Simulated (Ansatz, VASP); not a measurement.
# Co: VASP beside Ansatz

File INCAR:

```
SYSTEM = Co
ALGO = Normal
EDIFF = 1E-6
ENCUT = 520
GGA = PE
ISIF = 2
ISMEAR = -1
ISPIN = 2
LASPH = .True.
LCHARG = .False.
LMAXMIX = 4
LORBIT = 11
LREAL = .False.
LWAVE = .False.
MAGMOM = 2 2
NBANDS = 20
NELM = 150
PREC = Accurate
SIGMA = 0.05
```

Contents of KPOINTS:

```
k-points
0
Gamma
  19 19 10
  0 0 0
```

File POSCAR:

```
Co
1.0
    2.5190008694      0.0000000000      0.0000000000
   -1.2595004347      2.1815187451      0.0000000000
    0.0000000000      0.0000000000      4.0910000000
Co
2
Direct
    0.3333333333      0.6666666667      0.2500000000
    0.6666666667      0.3333333333      0.7500000000
```

Input for Ansatz:

```yaml
crystal:
  lattice:
    - [2.5190008694, 0.0, 0.0]
    - [-1.2595004347, 2.1815187451, 0.0]
    - [0.0, 0.0, 4.091]
  atoms:
    - { symbol: Co, position: [0.3333333333, 0.6666666667, 0.25], spin: 2.0 }
    - { symbol: Co, position: [0.6666666667, 0.3333333333, 0.75], spin: 2.0 }
magnetization:
  spin_polarized: true
kpoints:
  mp_grid: { grid: [19, 19, 10] }
  band_path:
    path:
      - [0.0, 0.0, 0.0]
      - [0.5, 0.0, 0.0]
      - [0.3333333333, 0.3333333333, 0.0]
      - [0.0, 0.0, 0.0]
      - [0.0, 0.0, 0.5]
      - [0.5, 0.0, 0.5]
      - [0.3333333333, 0.3333333333, 0.5]
      - [0.0, 0.0, 0.5]
      - [0.5, 0.0, 0.5]
    npoints: 5
scf:
  occupations: { method: fermi_dirac, width: 0.05 }
hamiltonian:
  xc: pbe
  pseudopotentials:
    kind: all_electron
    lapw: { basis_error: 0.0005 }
    relativity: none
output:
  forces: true
  stress: true
  eigenvalues: true
```

Alike in both runs: task single point; functional PBE; k mesh 19 × 19 × 10; occupations fermi-dirac, width 0.05 eV; collinear spin.

|  | VASP | Ansatz |
| --- | --- | --- |
| version | VASP 6.6.1 | Ansatz 0.2.0 |
| potentials or method | VASP PAW PBE potentials, release 64 (Co), cutoff 520 eV | all-electron LAPW, non-relativistic |

```tsv
	VASP	Ansatz	Ansatz less VASP
pressure (GPa)	-7.3	-3.2	+4.13
traceless stress, the component that is largest in VASP (GPa)	-0.94	-1.05	-0.106
net moment per atom (μB)	1.63	1.62	-0.011
size of the moment on the site where the two differ most (μB)	1.66	1.68	+0.019
```

Site moments also hang on the region over which each program counts them. One of these differences is far larger than is usual between the two programs; its cause wasn't traced. Ansatz ran all-electron here, and VASP with PAW potentials.
